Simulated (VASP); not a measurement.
# P (C2/m) in VASP: single point with PBE

Aim: the single point of P with PBE.

Everything below comes from runs of VASP 6.6.1. Logs are shortened: lines on timing, memory, paths and dates and some standing lists are left out, and cuts for length are marked.

**1. The cell of the first run**

The typed cell holds 2 atoms: a = 3.481 Å, b = 3.481 Å, c = 3.667 Å, α = 118.33°, β = 118.33°, γ = 60.02°.

**2. Single point, PBE**

Contents of INCAR:

```
SYSTEM = P
  ALGO = Normal
  EDIFF = 1E-6
  ENCUT = 520
  GGA = PE
  ISIF = 2
  ISMEAR = 0
  LASPH = .TRUE.
  LCHARG = .FALSE.
  LREAL = .FALSE.
  LWAVE = .FALSE.
  NBANDS = 12
  NELM = 100
  PREC = Accurate
  SIGMA = 0.1
```

Contents of KPOINTS:

```
k-points
0
G
  20 20 18
  0 0 0
```

Contents of POSCAR:

```
P
1.0
    3.0139746198     -1.7408286099     -0.0017093391
    3.0139746198      1.7408286099     -0.0017093391
   -2.0074760969      0.0000000000      3.0684262956
P
2
Direct
    0.2294352444      0.2294352444      0.6882723725
    0.7705647556      0.7705647556      0.3117276275
```

Potentials or basis: VASP PAW PBE potentials, release 64 (P).

Run with:

```
cat potpaw_PBE.64/P/POTCAR > POTCAR
mpirun -np 1 vasp_std > vasp.out
```

OUTCAR:

```text
SYSTEM = P
   EDIFF = 1E-6
   ENCUT = 520
   GGA = PE
   ISIF = 2
   ISMEAR = 0
   LASPH = .TRUE.
   LREAL = .FALSE.
   NELM = 100
   PREC = Accurate

 ion  position               nearest neighbor table
   1  0.229  0.229  0.688-   2 2.32   2 2.32   2 2.32   2 2.77   2 2.77   2 2.77
   2  0.771  0.771  0.312-   1 2.32   1 2.32   1 2.32   1 2.77   1 2.77   1 2.77

  LATTYP: Found a base centered monoclinic cell.
 ALAT       =     6.0279502090
 B/A-ratio  =     0.5775855969
 C/A-ratio  =     0.6082946271
 COS(beta)  =    -0.5479525974

  Lattice vectors:

 A1 = (   3.0139746198,  -1.7408286099,  -0.0017093391)
 A2 = (   3.0139746198,   1.7408286099,  -0.0017093391)
 A3 = (  -2.0074760969,   0.0000000000,   3.0684262956)

Analysis of symmetry for initial positions (statically):
=====================================================================
 Subroutine PRICEL returns:
 Original cell was already a primitive cell.

 Routine SETGRP: Setting up the symmetry group for a
 base centered monoclinic supercell.

 Subroutine GETGRP returns: Found  4 space group operations
 (whereof  4 operations were pure point group operations)
 out of a pool of  4 trial point group operations.

The static configuration has the point symmetry C_2h.

Analysis of symmetry for dynamics (positions and initial velocities):
=====================================================================
 Subroutine PRICEL returns:
 Original cell was already a primitive cell.

 Routine SETGRP: Setting up the symmetry group for a
 base centered monoclinic supercell.

 Subroutine GETGRP returns: Found  4 space group operations
 (whereof  4 operations were pure point group operations)
 out of a pool of  4 trial point group operations.

The dynamic configuration has the point symmetry C_2h.

 Subroutine INISYM returns: Found  4 space group operations
 (whereof  4 operations are pure point group operations),
 and found     1 'primitive' translations

----------------------------------------------------------------------------------------

                                     Primitive cell

  volume of cell :      32.1870

  direct lattice vectors                    reciprocal lattice vectors
     3.013974620 -1.740828610 -0.001709339     0.165955475 -0.287219544  0.108574108
     3.013974620  1.740828610 -0.001709339     0.165955475  0.287219544  0.108574108
    -2.007476097  0.000000000  3.068426296     0.000184899  0.000000000  0.326020925

  length of vectors
     3.480593366  3.480593366  3.666769724     0.349033843  0.349033843  0.326020978

  position of ions in fractional coordinates (direct lattice)
     0.229435244  0.229435244  0.688272373
     0.770564756  0.770564756  0.311727627

  ion indices of the primitive-cell ions
   primitive index   ion index
                 1           1
                 2           2

----------------------------------------------------------------------------------------

 KPOINTS: k-points

Automatic generation of k-mesh.
 Grid dimensions read from file:
 generate k-points for:   20   20   18

 Generating k-lattice:

  Cartesian coordinates                     Fractional coordinates (reciprocal lattice)
     0.008297774 -0.014360977  0.005428705     0.050000000  0.000000000 -0.000000000
     0.008297774  0.014360977  0.005428705     0.000000000  0.050000000 -0.000000000
     0.000010272  0.000000000  0.018112274     0.000000000  0.000000000  0.055555556

  Length of vectors
     0.017451692  0.017451692  0.018112277

  Shift w.r.t. Gamma in fractional coordinates (k-lattice)
     0.000000000  0.000000000  0.000000000

 Subroutine IBZKPT returns following result:
 ===========================================

 Found   1902 irreducible k-points:

 Following reciprocal coordinates:
            Coordinates               Weight
  0.000000  0.000000  0.000000      1.000000
  0.050000  0.000000  0.000000      4.000000
  0.100000  0.000000  0.000000      4.000000
  0.150000  0.000000  0.000000      4.000000
  0.200000  0.000000  0.000000      4.000000
  0.250000 -0.000000  0.000000      4.000000
[... 16 lines left out ...]
 -0.400000  0.050000 -0.000000      4.000000
 -0.350000  0.050000 -0.000000      4.000000
 [... further k-points ...]
   k-points           NKPTS =   1902   k-points in BZ     NKDIM =   1902   number of bands    NBANDS=     12
   number of dos      NEDOS =    301   number of ions     NIONS =      2
   total plane-waves  NPLWV =  21952
   dimension x,y,z NGX =    28 NGY =   28 NGZ =   28
   dimension x,y,z NGXF=    56 NGYF=   56 NGZF=   56
   ions per type =               2
   NGX,Y,Z   is equivalent  to a cutoff of  13.37, 13.37, 12.69 a.u.
   NGXF,Y,Z  is equivalent  to a cutoff of  26.75, 26.75, 25.39 a.u.
 SYSTEM =  P
   PREC   = accura    normal or accurate (medium, high low for compatibility)
   ISTART =      0    job   : 0-new  1-cont  2-samecut
   ICHARG =      2    charge: 1-file 2-atom 10-const
   ISPIN  =      1    spin polarized calculation?
   LNONCOLLINEAR =      F non collinear calculations
   LSORBIT =      F    spin-orbit coupling
   LASPH  =      T    aspherical Exc in radial PAW
   ENCUT  =  520.0 eV  38.22 Ry    6.18 a.u.   6.47  6.47  6.82*2*pi/ulx,y,z
   NELM   =    100;   NELMIN=  2; NELMDL= -5     # of ELM steps
   EDIFF  = 0.1E-05   stopping-criterion for ELM
   LREAL  =      F    real-space projection
   EDIFFG = 0.1E-04   stopping-criterion for IOM
   NSW    =      0    number of steps for IOM
   IBRION =     -1    ionic relax: 0-MD 1-quasi-New 2-CG
   NFREE  =      0    steps in history (QN), initial steepest desc. (CG)
   ISIF   =      2    stress and relaxation
   ISYM   =      2    0-nonsym 1-usesym 2-fastsym
   POTIM  = 0.5000    time-step for ionic-motion
   TEBEG  =    0.0;   TEEND  =   0.0 temperature during run
   PSTRESS=    0.0 pullay stress
   NELECT =      10.0000    total number of electrons
   NUPDOWN=      -1.0000    fix difference up-down
   EMIN   =  10.00;   EMAX   =-10.00  energy-range for DOS
   EFERMI =   0.00;   METHOD = LEGACY
   ISMEAR =     0;   SIGMA  =   0.10  broadening in eV -4-tet -1-fermi 0-gaus
   EFERMI_NEDOS =   21; number of points for ismear=-14 and -15
   IALGO  =     38    algorithm
   IMIX   =      4    mixing-type and parameters
     AMIX     =   0.40;   BMIX     =  1.00
     AMIX_MAG =   1.60;   BMIX_MAG =  1.00
  volume/ion in A,a.u.               =      16.09       108.60
  Fermi-wavevector in a.u.,A,eV,Ry     =   1.108787  2.095304 16.727119  1.229409
  Thomas-Fermi vector in A             =   2.245319
   LORBIT       =      0    0 simple, 1 ext, 2 COOP (PROOUT), +10 PAW based schemes
   GGA     = PE    functional components
   LHFCALC =     F    Hartree Fock is set to
   AEXX    =    0.0000 exact exchange contribution
   IVDW    =     0    specifies the selected vdW correction
   LEPSILON=     F    determine dielectric tensor
   LRPA    =     F    only Hartree local field effects (RPA)
 non-spin polarized calculation
 Gauss-broadening in eV      SIGMA  =   0.10
  energy-cutoff  :      520.00
  volume of cell :       32.19
 maximum number of plane-waves:       890
 NGX is ok and might be reduce to    28
   NGX = 13   NGY = 13   NGZ = 13

 number of electron      10.0000001 magnetization

 Free energy of the ion-electron system (eV)
  ---------------------------------------------------
  ext. energy  EPLUGINS =         0.00000000
  ---------------------------------------------------
  free energy    TOTEN  =       -10.65058285 eV

  energy without entropy =      -10.64911025  energy(sigma->0) =      -10.64984655

 E-fermi :   8.9615     XC(G=0): -10.7798

 val. band max:        8.9459994819   @ k =   0.1500  -0.0000   0.1111
 cond. band min:       8.9668851154   @ k =  -0.4500   0.5000   0.4444
 fundamental gap:      0.0208856335
 Fermi energy:         8.9614571401

 k-point     1 :       0.0000    0.0000    0.0000
  band No.  band energies     occupation
      1      -7.4599      2.00000
      2       5.5508      2.00000
      3       6.0029      2.00000
      4       6.0987      2.00000
      5       6.1017      2.00000
      6      10.5488      0.00000
      7      11.7790      0.00000
      8      11.7825      0.00000
      9      14.5725      0.00000
     10      14.5783      0.00000
     11      15.7755      0.00000
     12      15.9305      0.00000

 k-point     2 :       0.0500    0.0000    0.0000
  band No.  band energies     occupation
      1      -7.4197      2.00000
      2       4.9652      2.00000
      3       5.9997      2.00000
      4       6.0740      2.00000
      5       6.5173      2.00000
      6      10.6530      0.00000
      7      11.7592      0.00000
      8      11.7631      0.00000
      9      14.3237      0.00000
     10      14.3306      0.00000
     11      15.1237      0.00000
     12      16.3815      0.00000

 k-point     3 :       0.1000    0.0000    0.0000
  band No.  band energies     occupation
      1      -7.2992      2.00000
      2       4.0736      2.00000
      3       5.9397      2.00000
      4       5.9993      2.00000
      5       6.9971      2.00000
      6      10.8463      0.00000
      7      11.6431      0.00000
      8      11.7311      0.00000
      9      13.7584      0.00000
     10      14.0746      0.00000
     11      14.8050      0.00000
     12      17.2785      0.00000
[... 286 lines left out ...]
 k-point    23 :      -0.4000    0.0500   -0.0000
  band No.  band energies     occupation
      1      -4.7127      2.00000
      2      -2.0194      2.00000
      3       5.0085      2.00000
      4       6.0342      2.00000
      5       7.7551      2.00000
      6       9.0755      0.10692
      7       9.2258      0.00019
      8      10.3285      0.00000
      9      16.6897      0.00000
     10      17.7834      0.00000
     11      19.5526      0.00000
     12      21.2062      0.00000

 k-point    24 :      -0.3500    0.0500   -0.0000
  band No.  band energies     occupation
      1      -5.2941      2.00000
      2      -1.1651      2.00000
      3       5.0347      2.00000
      4       6.1003      2.00000
      5       7.7570      2.00000
      6       9.3033      0.00000
      7       9.3366      0.00000
      8      10.5743      0.00000
      9      15.9077      0.00000
     10      16.7000      0.00000
     11      18.4237      0.00000
     12      22.0974      0.00000

 [... further k-points ...]
[... 5 lines left out ...]
  --------------------------------------------------------------------------------------
  -------------------------------------------------------------------------------------
  Total       -0.0677824     -0.0672828     -0.0239239      0.0000000      0.0000000     -0.0004628
  in kB       -3.3740189     -3.3491500     -1.1908663      0.0000000      0.0000000     -0.0230393
  external PRESSURE =      -2.6380117 kB  Pullay stress =       0.0000000 kB

 VOLUME and BASIS-vectors are now :
 -----------------------------------------------------------------------------
  energy-cutoff  :      520.00
  volume of cell :       32.19
      direct lattice vectors                 reciprocal lattice vectors
     3.013974620 -1.740828610 -0.001709339     0.165955475 -0.287219544  0.108574108
     3.013974620  1.740828610 -0.001709339     0.165955475  0.287219544  0.108574108
    -2.007476097  0.000000000  3.068426296     0.000184899  0.000000000  0.326020925

 POSITION                                       TOTAL-FORCE (eV/Angst)
 -----------------------------------------------------------------------------------
      0.00133      0.00000      2.11113        -0.000179      0.000000     -0.045598
      4.01914      0.00000      0.95388         0.000179      0.000000      0.045598
 -----------------------------------------------------------------------------------
    total drift:                               -0.000000      0.000000      0.000000

  FREE ENERGIE OF THE ION-ELECTRON SYSTEM (eV)
  ---------------------------------------------------
  free  energy   TOTEN  =       -10.6505828474 eV

  energy  without entropy=      -10.6491102500  energy(sigma->0) =      -10.64984655
```

It took 4.8 min on 1 thread of Intel Xeon Platinum 8488C (Sapphire Rapids), shared host; peak memory 0.61 GiB.

What came out:

- Free energy: -10.6506 eV
- Pressure: -0.3 GPa
- Largest force: 0.046 eV/Å
- Band gap on the k mesh: zero (band 5 reaches 9.61 eV, above the bottom of band 6 at 8.62 eV)

Forces on the atoms (eV/Å):
```
P    0.000  0.000 -0.046
P    0.000  0.000  0.046
```

Stress tensor (GPa, compression positive):
```
-0.34  0.00  0.00
 0.00 -0.33  0.00
 0.00  0.00 -0.12
```

Levels at points of the mesh, in eV from the Fermi level:
```tsv
k point	band 3	band 4	band 5	band 6	band 7	band 8
(0.00, 0.00, 0.00)	-2.96	-2.86	-2.86	1.59	2.82	2.82
(0.50, 0.00, 0.00)	-3.61	-3.10	-0.75	-0.09	0.28	0.37
(0.50, 0.50, 0.00)	-6.96	-5.43	-5.36	0.23	6.25	7.37
(0.00, 0.00, 0.50)	-2.74	-2.74	-0.34	-0.34	0.04	2.09
(0.50, 0.00, 0.50)	-6.96	-5.42	-5.36	0.24	6.25	7.37
(0.50, 0.50, 0.50)	-3.61	-3.10	-0.76	-0.09	0.27	0.37
```
